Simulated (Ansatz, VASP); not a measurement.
One calculation of ZnGe3, two programs

```xyz
4
Lattice="4.2961 0.0000 0.0000 0.0000 4.2961 0.0000 0.0000 0.0000 4.2961" Properties=species:S:1:pos:R:3 pbc="T T T"
Zn    0.0000    0.0000    0.0000
Ge    0.0000    2.1481    2.1481
Ge    2.1481    0.0000    2.1481
Ge    2.1481    2.1481    0.0000
```

Alike in both runs: task single point; functional r2SCAN; k mesh 6 × 6 × 6; no spin polarisation.

```csv
,VASP,Ansatz
version,VASP 6.6.1,Ansatz 0.2.0
potentials or method,"VASP PAW PBE potentials, release 64 (Zn, Ge_d), cutoff 520 eV","plane waves, PAW"
occupations,"methfessel-paxton of order 1, width 0.1 eV",cold
valence electrons in the cell,54,54
```

Ansatz gave:

* pressure (GPa): -5.3

Problem. Estimate VASP's values.

Solution. Pressure (GPa): -5.4.

VASP's potentials were made for PBE, not for r2SCAN.
